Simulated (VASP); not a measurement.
# Li4BeP2 (P6/mmm) in VASP: further runs, part 2 of 2

VASP 6.6.1. The steps go on from the part before.

## 3. Single point, PBE

This run uses another cell than the first one, of 14.19 Å³/atom.

File INCAR:

```
PREC     = Accurate       # precision mode
ENCUT    = 520            # plane-wave cutoff, eV
EDIFF    = 1E-7           # SCF threshold, eV
ISMEAR   = 0              # smearing method
SIGMA    = 0.1            # smearing width, eV
LREAL    = False          # projectors in reciprocal space
LASPH    = True           # aspherical terms in the spheres
NELM     = 80             # most SCF steps
ALGO     = Normal         # electronic algorithm
ISIF     = 2              # what is computed and relaxed
LWAVE    = False          # write WAVECAR
LCHARG   = True           # write CHGCAR
GGA      = PE             # functional
LELF     = True           # ELF
LVHAR    = True         
NBANDS   = 21             # bands
```

File KPOINTS:

```
Automatic mesh
0
Gamma
  6 6 4
```

File POSCAR:

```
Li4BeP2
1.0
    4.3172405600      0.0000000000      0.0000000000
   -2.1586202800      3.7388400000      0.0000000000
    0.0000000000      0.0000000000      6.1543863700
Li Be P
4 1 2
Direct
    0.5000000000      0.0000000000      0.5000000000
    0.0000000000      0.5000000000      0.5000000000
    0.5000000000      0.5000000000      0.5000000000
    0.0000000000      0.0000000000      0.0000000000
    0.0000000000      0.0000000000      0.5000000000
    0.3333333300      0.6666666700      0.0000000000
    0.6666666700      0.3333333300      0.0000000000
```

Potentials or basis: VASP PAW PBE potentials, release 64 (Li_sv, Be, P).

Command:

```sh
> cat potpaw_PBE.64/Li_sv/POTCAR potpaw_PBE.64/Be/POTCAR potpaw_PBE.64/P/POTCAR > POTCAR
> mpirun -np 1 vasp_std > vasp.out
```

OUTCAR:

```text
PREC = Accurate
   ENCUT = 520
   EDIFF = 1E-7
   ISMEAR = 0
   LREAL = False
   LASPH = True
   NELM = 80
   ISIF = 2
   GGA = PE

 ion  position               nearest neighbor table
   1  0.500  0.000  0.500-   5 2.16   5 2.16   2 2.16   3 2.16   3 2.16   2 2.16
   2  0.000  0.500  0.500-   3 2.16   3 2.16   5 2.16   5 2.16   1 2.16   1 2.16
   3  0.500  0.500  0.500-   2 2.16   2 2.16   5 2.16   1 2.16   1 2.16   5 2.16
   4  0.000  0.000  0.000-   6 2.49   7 2.49   7 2.49   6 2.49   7 2.49   6 2.49
   5  0.000  0.000  0.500-   1 2.16   1 2.16   3 2.16   2 2.16   2 2.16   3 2.16
   6  0.333  0.667  0.000-   4 2.49   7 2.49   7 2.49   4 2.49   4 2.49   7 2.49
   7  0.667  0.333  0.000-   4 2.49   6 2.49   6 2.49   4 2.49   4 2.49   6 2.49

  LATTYP: Found a hexagonal cell.
 ALAT       =     4.3172405600
 C/A-ratio  =     1.4255370495

  Lattice vectors:

 A1 = (   4.3172405600,   0.0000000000,   0.0000000000)
 A2 = (  -2.1586202800,   3.7388400000,   0.0000000000)
 A3 = (   0.0000000000,   0.0000000000,   6.1543863700)

Analysis of symmetry for initial positions (statically):
=====================================================================
 Subroutine PRICEL returns:
 Original cell was already a primitive cell.

 Routine SETGRP: Setting up the symmetry group for a
 hexagonal supercell.

 Subroutine GETGRP returns: Found 24 space group operations
 (whereof 24 operations were pure point group operations)
 out of a pool of 24 trial point group operations.

The static configuration has the point symmetry D_6h.

Analysis of symmetry for dynamics (positions and initial velocities):
=====================================================================
 Subroutine PRICEL returns:
 Original cell was already a primitive cell.

 Routine SETGRP: Setting up the symmetry group for a
 hexagonal supercell.

 Subroutine GETGRP returns: Found 24 space group operations
 (whereof 24 operations were pure point group operations)
 out of a pool of 24 trial point group operations.

The dynamic configuration has the point symmetry D_6h.

 Subroutine INISYM returns: Found 24 space group operations
 (whereof 24 operations are pure point group operations),
 and found     1 'primitive' translations

----------------------------------------------------------------------------------------

                                     Primitive cell

  volume of cell :      99.3409

  direct lattice vectors                    reciprocal lattice vectors
     4.317240560  0.000000000  0.000000000     0.231629437  0.133731318  0.000000000
    -2.158620280  3.738840000  0.000000000     0.000000000  0.267462635  0.000000000
     0.000000000  0.000000000  6.154386370     0.000000000  0.000000000  0.162485736

  length of vectors
     4.317240560  4.317240561  6.154386370     0.267462636  0.267462635  0.162485736

  position of ions in fractional coordinates (direct lattice)
     0.500000000  0.000000000  0.500000000
     0.000000000  0.500000000  0.500000000
     0.500000000  0.500000000  0.500000000
     0.000000000  0.000000000  0.000000000
     0.000000000  0.000000000  0.500000000
     0.333333330  0.666666670  0.000000000
     0.666666670  0.333333330  0.000000000

[... 38 lines left out ...]
  0.000000  0.000000  0.000000      1.000000
  0.166667 -0.000000  0.000000      6.000000
  0.333333 -0.000000  0.000000      6.000000
  0.500000 -0.000000  0.000000      3.000000
  0.166667  0.166667  0.000000      6.000000
  0.333333  0.166667  0.000000     12.000000
[... 13 lines left out ...]
  0.333333  0.166667  0.500000     12.000000
  0.333333  0.333333  0.500000      2.000000
   k-points           NKPTS =     21   k-points in BZ     NKDIM =     21   number of bands    NBANDS=     21
   number of dos      NEDOS =    301   number of ions     NIONS =      7
   total plane-waves  NPLWV =  49152
   dimension x,y,z NGX =    32 NGY =   32 NGZ =   48
   dimension x,y,z NGXF=    64 NGYF=   64 NGZF=   96
   ions per type =               4   1   2
   NGX,Y,Z   is equivalent  to a cutoff of  12.32, 12.32, 12.97 a.u.
   NGXF,Y,Z  is equivalent  to a cutoff of  24.64, 24.64, 25.93 a.u.
 SYSTEM =  unknown system
   PREC   = accura    normal or accurate (medium, high low for compatibility)
   ISTART =      0    job   : 0-new  1-cont  2-samecut
   ICHARG =      2    charge: 1-file 2-atom 10-const
   ISPIN  =      1    spin polarized calculation?
   LNONCOLLINEAR =      F non collinear calculations
   LSORBIT =      F    spin-orbit coupling
   LASPH  =      T    aspherical Exc in radial PAW
   ENCUT  =  520.0 eV  38.22 Ry    6.18 a.u.   8.03  8.03 11.44*2*pi/ulx,y,z
   NELM   =     80;   NELMIN=  2; NELMDL= -5     # of ELM steps
   EDIFF  = 0.1E-06   stopping-criterion for ELM
   LREAL  =      F    real-space projection
   EDIFFG = 0.1E-05   stopping-criterion for IOM
   NSW    =      0    number of steps for IOM
   IBRION =     -1    ionic relax: 0-MD 1-quasi-New 2-CG
   NFREE  =      0    steps in history (QN), initial steepest desc. (CG)
   ISIF   =      2    stress and relaxation
   ISYM   =      2    0-nonsym 1-usesym 2-fastsym
   POTIM  = 0.5000    time-step for ionic-motion
   TEBEG  =    0.0;   TEEND  =   0.0 temperature during run
   PSTRESS=    0.0 pullay stress
   NELECT =      24.0000    total number of electrons
   NUPDOWN=      -1.0000    fix difference up-down
   EMIN   =  10.00;   EMAX   =-10.00  energy-range for DOS
   EFERMI =   0.00;   METHOD = LEGACY
   ISMEAR =     0;   SIGMA  =   0.10  broadening in eV -4-tet -1-fermi 0-gaus
   EFERMI_NEDOS =   21; number of points for ismear=-14 and -15
   IALGO  =     38    algorithm
   IMIX   =      4    mixing-type and parameters
     AMIX     =   0.40;   BMIX     =  1.00
     AMIX_MAG =   1.60;   BMIX_MAG =  1.00
  volume/ion in A,a.u.               =      14.19        95.77
  Fermi-wavevector in a.u.,A,eV,Ry     =   1.019614  1.926792 14.144800  1.039613
  Thomas-Fermi vector in A             =   2.153138
   LORBIT       =      0    0 simple, 1 ext, 2 COOP (PROOUT), +10 PAW based schemes
   GGA     = PE    functional components
   LHFCALC =     F    Hartree Fock is set to
   AEXX    =    0.0000 exact exchange contribution
   IVDW    =     0    specifies the selected vdW correction
   LEPSILON=     F    determine dielectric tensor
   LRPA    =     F    only Hartree local field effects (RPA)
 non-spin polarized calculation
 Gauss-broadening in eV      SIGMA  =   0.10
  energy-cutoff  :      520.00
  volume of cell :       99.34
 maximum number of plane-waves:      2688
   NGX = 17   NGY = 17   NGZ = 23

 number of electron      24.0000034 magnetization

 Free energy of the ion-electron system (eV)
  ---------------------------------------------------
  ext. energy  EPLUGINS =         0.00000000
  ---------------------------------------------------
  free energy    TOTEN  =       -16.72950366 eV

  energy without entropy =      -16.71154613  energy(sigma->0) =      -16.72052490

 E-fermi :   4.0100     XC(G=0):  -9.0401

 val. band max:        3.9778791060   @ k =   0.1667  -0.0000   0.2500
 cond. band min:       4.0157263301   @ k =   0.3333   0.3333   0.2500
 fundamental gap:      0.0378472241
 Fermi energy:         4.0099523597

 k-point     1 :       0.0000    0.0000    0.0000
  band No.  band energies     occupation
      1     -42.5004      2.00000
      2     -42.2171      2.00000
      3     -42.2171      2.00000
      4     -42.2021      2.00000
      5      -9.0389      2.00000
      6      -1.9032      2.00000
[... 493 lines left out ...]
     20       8.2998      0.00000
     21       9.4372      0.00000

------------------------ aborting loop because EDIFF is reached ----------------------------------------

  FORCE on cell =-STRESS in cart. coord.  units (eV):
  Direction    XX          YY          ZZ          XY          YZ          ZX
  --------------------------------------------------------------------------------------
  -------------------------------------------------------------------------------------
  Total       14.0659237     14.0659237     -7.9946445     -0.0000000      0.0000000      0.0000000
  in kB      226.8563572    226.8563573   -128.9382744     -0.0000000      0.0000000      0.0000000
  external PRESSURE =     108.2581467 kB  Pullay stress =       0.0000000 kB

 VOLUME and BASIS-vectors are now :
 -----------------------------------------------------------------------------
  energy-cutoff  :      520.00
  volume of cell :       99.34
      direct lattice vectors                 reciprocal lattice vectors
     4.317240560  0.000000000  0.000000000     0.231629437  0.133731318  0.000000000
    -2.158620280  3.738840000  0.000000000     0.000000000  0.267462635  0.000000000
     0.000000000  0.000000000  6.154386370     0.000000000  0.000000000  0.162485736

 POSITION                                       TOTAL-FORCE (eV/Angst)
 -----------------------------------------------------------------------------------
      2.15862      0.00000      3.07719        -0.000000      0.000000      0.000000
     -1.07931      1.86942      3.07719        -0.000000      0.000000      0.000000
      1.07931      1.86942      3.07719        -0.000000      0.000000      0.000000
      0.00000      0.00000      0.00000        -0.000000      0.000000      0.000000
      0.00000      0.00000      3.07719        -0.000000      0.000000      0.000000
     -0.00000      2.49256      0.00000         0.000000      0.000000      0.000000
      2.15862      1.24628      0.00000        -0.000000     -0.000000      0.000000
 -----------------------------------------------------------------------------------
    total drift:                               -0.000000      0.000000      0.000000

  FREE ENERGIE OF THE ION-ELECTRON SYSTEM (eV)
  ---------------------------------------------------
  free  energy   TOTEN  =       -16.7295036640 eV

  energy  without entropy=      -16.7115461339  energy(sigma->0) =      -16.72052490
```

It took 76 s on 1 thread of Intel Xeon 8259CL, shared host; peak memory 0.22 GiB.

What came out:

- Free energy: -16.7295 eV
- Band gap on the k mesh: zero (bands 12 and 13 overlap by 1.37 eV)

Caveat: the cutoff is under 1.25 times the usual one of these potentials, so pressure, stress and relaxed cells hold a basis-set (Pulay) error.

## 4. Relaxation of cell and atoms, PBE

This run uses another cell than the first one, of 14.19 Å³/atom.

File INCAR:

```
PREC = Accurate
ENCUT = 600
EDIFF = 1E-7
ISMEAR = 0
SIGMA = 0.1
LREAL = False
LASPH = True
NELM = 80
ALGO = Normal
ISIF = 3
LWAVE = False
LCHARG = False
GGA = PE
IBRION = 2
NSW = 90
EDIFFG = -0.04
```

File KPOINTS:

```
regular mesh
0
Gamma
  6 6 4
```

POSCAR is that of step 3.

Command:

```sh
> cat potpaw_PBE.64/Li_sv/POTCAR potpaw_PBE.64/Be/POTCAR potpaw_PBE.64/P/POTCAR > POTCAR
> mpirun -np 1 vasp_std > vasp.out
```

Run time: 15 min. Hardware: 1 thread of Intel Xeon 8259CL, shared host; peak memory 0.26 GiB.

It converged, with:

```
Free energy                           : -21.2629 eV
Relaxed volume                        : 13.96 Å³/atom
Relaxed cell                          : a = 5.096 Å, b = 5.096 Å, c = 4.345 Å, α = 90.00°, β = 90.00°, γ = 120.00°
Space group after relaxing (to 0.1 Å) : P6/mmm (No. 191)
Energy gained by relaxing             : 647.2 meV/atom
Ionic steps                           : 11
Pressure after relaxing               : -0.3 GPa
Band gap on the k mesh                : zero (bands 12 and 13 overlap by 1.67 eV)
```

Stress tensor (GPa, compression positive):
```
-0.22  0.00  0.00
 0.00 -0.22  0.00
 0.00  0.00 -0.41
```

Step by step:
```
step  energy change (eV)  largest force (eV/Å)  pressure (GPa)  volume (Å³)
   1              0.0000                0.0000           10.81        99.34
   2             -2.1408                0.0000           -0.31       112.92
   3             -2.8001                0.0000           -4.75       122.60
   4             -3.0002                0.0000           -8.41       140.52
   5             -3.0365                0.0000           -6.86       130.57
   6             -4.0518                0.0000           -5.73       117.80
   7             -4.3093                0.0000           -4.25       111.42
   8             -4.3283                0.0000           -3.41       108.93
   9             -4.3288                0.0000           -3.60       109.44
  10             -4.4984                0.0000           -1.68       101.89
  11             -4.5306                0.0000           -0.28        97.71
```

Final structure:
```
CELL_PARAMETERS angstrom
5.09553 0.00000 0.00000
-2.54777 4.41286 0.00000
0.00000 0.00000 4.34529
ATOMIC_POSITIONS crystal
Li 0.50000 0.00000 0.50000
Li 0.00000 0.50000 0.50000
Li 0.50000 0.50000 0.50000
Li 0.00000 0.00000 0.00000
Be 0.00000 0.00000 0.50000
P 0.33333 0.66667 0.00000
P 0.66667 0.33333 0.00000
```

Levels at points of the mesh, in eV from the Fermi level:
```tsv
k point	band 8	band 9	band 10	band 11	band 12	band 13	band 14	band 15	band 16
(0.00, 0.00, 0.00)	-3.02	-3.02	-2.53	-2.07	-2.07	0.21	1.91	2.92	2.92
(0.50, 0.00, 0.00)	-4.13	-2.27	-1.50	-0.37	0.23	0.95	0.96	1.26	1.51
(0.00, 0.00, 0.50)	-3.07	-3.07	-2.19	-0.54	-0.54	-0.36	-0.10	-0.10	1.13
(0.50, 0.00, 0.50)	-3.87	-3.81	-2.83	-2.20	-0.12	0.89	1.96	2.33	2.86
```

Caveat: the cutoff is under 1.25 times the usual one of these potentials, so pressure, stress and relaxed cells hold a basis-set (Pulay) error; a cell axis changed by over 15 % at a fixed basis, so the end point is rough.

## 5. Overview

```csv
task,cell,cutoff (eV),gap on the mesh (eV)
single point,"a = 5.101, b = 5.101, c = 4.326 Å, angles 90.0, 90.0, 120.0°, 7 atoms",520,none
single point,"a = 4.317, b = 4.317, c = 6.154 Å, angles 90.0, 90.0, 120.0°, 7 atoms",520,none
relaxation of cell and atoms,"relaxed from a = 4.317, b = 4.317, c = 6.154 Å, angles 90.0, 90.0, 120.0°, 7 atoms",600,none
```

Alike in all rows: level PBE; potentials or basis VASP PAW PBE potentials, release 64 (Li_sv, Be, P); no spin polarisation; k mesh 6 × 6 × 4; smearing gaussian 0.1 eV.

Caveats: some runs use coarse meshes; the cutoff is under 1.25 times the usual one of these potentials, so pressure, stress and relaxed cells hold a basis-set (Pulay) error; a cell axis changed by over 15 % at a fixed basis, so the end point is rough (at least some runs).

Absolute energies hang on the potentials; compare differences alone.
